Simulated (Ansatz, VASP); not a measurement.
# KCl: VASP beside Ansatz

```
CELL_PARAMETERS angstrom
4.03116 0.00000 0.00000
0.00000 4.03116 0.00000
0.00000 0.00000 4.03116
ATOMIC_POSITIONS crystal
K 0.00000 0.00000 0.00000
Cl 0.50000 0.50000 0.50000
```

Change from the starting cell: strain +0.050 along x and y, +0.050 along z, atoms carried along.

Alike in both runs: task single point; functional LDA; k mesh 6 × 6 × 6; occupations gaussian, width 0.05 eV; no spin polarisation.

|  | VASP | Ansatz |
| --- | --- | --- |
| version | VASP 6.6.1 | Ansatz 0.2.0 |
| potentials or method | VASP PAW LDA potentials, release 64 (K_sv, Cl), cutoff 520 eV | scalar-relativistic, plane waves, PAW |
| valence electrons in the cell | 16 | 16 |

```csv
,VASP,Ansatz,Ansatz less VASP
gap on the k mesh at the Fermi level (eV),3.85,3.85,-0.006
least direct gap on the mesh (eV),4.03,4.03,-0.006
pressure (GPa),-4.2,-4.2,+0.01
```

LDA's correlation is that of Perdew and Zunger in VASP and of Perdew and Wang (1992) in Ansatz.
